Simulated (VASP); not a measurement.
Write the native input for VASP 6.6.1 that does the following.

* Task: relaxation of the atoms
* Functional: PBE
* Dispersion: D3(BJ)
* Potentials or basis: VASP PAW PBE potentials, release 64 (Se, W_sv)
* Cutoff: 520 eV
* k mesh: 9 × 9 × 1
* Occupations: gaussian, width 0.05 eV
* Spin: no spin polarisation
* Dipole correction: yes
* Atoms held fixed (from 0): [0, 1, 2, 6]
* Further INCAR settings: ALGO = Normal; EDIFF = 1e-06; IBRION = 2; EDIFFG = -0.03; NSW = 90

The structure of WSe2 lies in POSCAR:

```
WSe2
1.0
    3.2790275570      0.0000000000      0.0000000000
   -1.6395137785      2.8397211641      0.0000000000
    0.0000000000      0.0000000000     33.1573559497
Se W
6 3
Selective dynamics
Direct
    0.6666666667      0.3333333333      0.2563533719  F F F
    0.6666666667      0.3333333333      0.3579520862  F F F
    0.3333333333      0.6666666667      0.4492006428  F F F
    0.3333333333      0.6666666667      0.5507993572  T T T
    0.6666666667      0.3333333333      0.6420479138  T T T
    0.6666666667      0.3333333333      0.7436466281  T T T
    0.3333333333      0.6666666667      0.3071527290  F F F
    0.6666666667      0.3333333333      0.5000000000  T T T
    0.3333333333      0.6666666667      0.6928472710  T T T
```

One way to write it, as run:

INCAR

```
PREC     = Accurate       # precision mode
ENCUT    = 520            # plane-wave cutoff, eV
EDIFF    = 1E-6           # SCF threshold, eV
ISMEAR   = 0              # smearing method
SIGMA    = 0.05           # smearing width, eV
LREAL    = F              # projectors in reciprocal space
LASPH    = T              # aspherical terms in the spheres
NELM     = 60             # most SCF steps
ALGO     = Normal         # electronic algorithm
ISIF     = 2              # what is computed and relaxed
LWAVE    = F              # write WAVECAR
LCHARG   = F              # write CHGCAR
LDIPOL   = T            
IDIPOL   = 3            
DIPOL    = 0.5 0.5 0.500
GGA      = PE             # functional
IVDW     = 12             # dispersion correction
IBRION   = 2              # ionic algorithm
NSW      = 90             # ionic steps
EDIFFG   = -0.03          # ionic threshold
KPAR     = 2
```

KPOINTS

```
regular mesh
0
Gamma
  9 9 1
```

Potentials or basis: VASP PAW PBE potentials, release 64 (Se, W_sv).

The run is started by

```bash
$ cat potpaw_PBE.64/Se/POTCAR potpaw_PBE.64/W_sv/POTCAR > POTCAR
$ mpirun -np 2 vasp_std > vasp.out
```

Results of the run:

- Energy gained by relaxing: 0.0 meV/atom
- Ionic steps: 4
- Band gap on the k mesh: 1.19 eV (least direct gap 1.60 eV)
- Dispersion energy per atom: -0.428 eV

Caveat: spin-orbit coupling is left out, which moves the levels of the heavy elements.

It took 3.2 min on 2 MPI ranks on Intel(R) Xeon(R) Platinum 8559C (Emerald Rapids) (shared host), peak memory 0.47 GiB a rank.
